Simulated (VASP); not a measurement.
Input of a VASP 6.6.1 run:

Contents of INCAR:

```
SYSTEM = ZnCu
PREC = Accurate ; ENCUT = 600
EDIFF = 1E-7 ; ISMEAR = -1
SIGMA = 0.15 ; LREAL = .False.
LASPH = .True. ; NELM = 100
ALGO = Normal ; ISIF = 3
LWAVE = .False. ; LCHARG = .False.
GGA = PS ; IBRION = 2
NSW = 80 ; EDIFFG = -0.001
```

KPOINTS

```
Automatic mesh
0
Gamma
  14 14 14
  0 0 0
```

POSCAR

```
ZnCu
1.0
    2.9078796958      0.0000000000      0.0000000000
    0.0000000000      2.9078796958      0.0000000000
    0.0000000000      0.0000000000      2.9078796958
Zn Cu
1 1
Direct
    0.5000000000      0.5000000000      0.5000000000
    0.0000000000      0.0000000000      0.0000000000
```

Potentials or basis: VASP PAW PBE potentials, release 64 (Zn, Cu).

Run with:

```console
$ cat potpaw_PBE.64/Zn/POTCAR potpaw_PBE.64/Cu/POTCAR > POTCAR
$ mpirun -np 1 vasp_std > vasp.out
```

Problem. Predict the space group after relaxing (to 0.05 Å).

Solution. Pm-3m (No. 221).

Problem. What does it give for the relaxed volume?

Solution. 12.37 Å³/atom.

Problem. What does it give for the relaxed cell?

Solution. a = 2.913 Å, b = 2.913 Å, c = 2.913 Å, α = 90.00°, β = 90.00°, γ = 90.00°.

Final structure:
```
Zn Cu
1.0
     2.91349    0.00000    0.00000
     0.00000    2.91349    0.00000
     0.00000    0.00000    2.91349
Zn Cu
1 1
Direct
  0.50000 0.50000 0.50000
  0.00000 0.00000 0.00000
```

Caveat: the PAW data sets were made with another functional, which shifts forces and pressure a little. Zero-point motion and thermal expansion aren't in these numbers.
